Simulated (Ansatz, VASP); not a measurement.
## C in VASP and in Ansatz

Contents of INCAR:

```
SYSTEM = C
PREC = Accurate ; ENCUT = 520
EDIFF = 1E-7 ; ISMEAR = -1
SIGMA = 0.05 ; LREAL = .FALSE.
LASPH = .TRUE. ; NELM = 80
ALGO = Normal ; ISIF = 2
LWAVE = .FALSE. ; LCHARG = .FALSE.
GGA = PE ; NBANDS = 26
```

Contents of KPOINTS:

```
Automatic mesh
0
G
  12 12 4
  0 0 0
```

The input POSCAR:

```
C
1.0
    2.5051726443      0.0000000000      0.0000000000
   -1.2525863222      2.1695431509      0.0000000000
    0.0000000000      0.0000000000      8.1818157839
C
8
Direct
    0.6666666667      0.3333333333      0.8437500000
    0.3333333333      0.6666666667      0.3437500000
    0.6666666667      0.3333333333      0.6562500000
    0.3333333333      0.6666666667      0.1562500000
    0.0000000000      0.0000000000      0.9062500000
    0.0000000000      0.0000000000      0.4062500000
    0.0000000000      0.0000000000      0.5937500000
    0.0000000000      0.0000000000      0.0937500000
```

input.yaml

```yaml
crystal:
  lattice:
    - [2.5051726443, 0.0, 0.0]
    - [-1.2525863222, 2.1695431509, 0.0]
    - [0.0, 0.0, 8.1818157839]
  atoms:
    - { symbol: C, position: [0.6666666667, 0.3333333333, 0.84375] }
    - { symbol: C, position: [0.3333333333, 0.6666666667, 0.34375] }
    - { symbol: C, position: [0.6666666667, 0.3333333333, 0.65625] }
    - { symbol: C, position: [0.3333333333, 0.6666666667, 0.15625] }
    - { symbol: C, position: [0.0, 0.0, 0.90625] }
    - { symbol: C, position: [0.0, 0.0, 0.40625] }
    - { symbol: C, position: [0.0, 0.0, 0.59375] }
    - { symbol: C, position: [0.0, 0.0, 0.09375] }
kpoints:
  mp_grid: { grid: [12, 12, 4] }
scf:
  occupations: { method: fermi_dirac, width: 0.05 }
hamiltonian:
  xc: pbe
  pseudopotentials: { kind: all_electron, lapw: { basis_error: 0.001 } }
output:
  forces: true
  stress: true
  eigenvalues: true
```

Change from the starting cell: volume scaled by 0.98.

Alike in both runs: task single point; functional PBE; k mesh 12 × 12 × 4; occupations fermi-dirac, width 0.05 eV; no spin polarisation.

|  | VASP | Ansatz |
| --- | --- | --- |
| version | VASP 6.6.1 | Ansatz 0.2.0 |
| potentials or method | VASP PAW PBE potentials, release 64 (C), cutoff 520 eV | all-electron LAPW, scalar-relativistic |

Ansatz gave:

| Property | Result |
| --- | --- |
| gap on the k mesh at the Fermi level (eV) | 4.47 |
| least direct gap on the mesh (eV) | 5.24 |
| pressure (GPa) | 11.5 |
| traceless stress, the component that is largest in VASP (GPa) | 8.65 |
| rms of the force components (eV/Å) | 0.194 |

Task: What did VASP give for the same quantities?

Result: gap on the k mesh at the Fermi level (eV): 4.46; least direct gap on the mesh (eV): 5.23; pressure (GPa): 12.3; traceless stress, the component that is largest in VASP (GPa): 8.65; rms of the force components (eV/Å): 0.194.

Atom by atom the forces differ by 0.000 eV/Å (rms over components). Ansatz ran all-electron here, and VASP with PAW potentials.
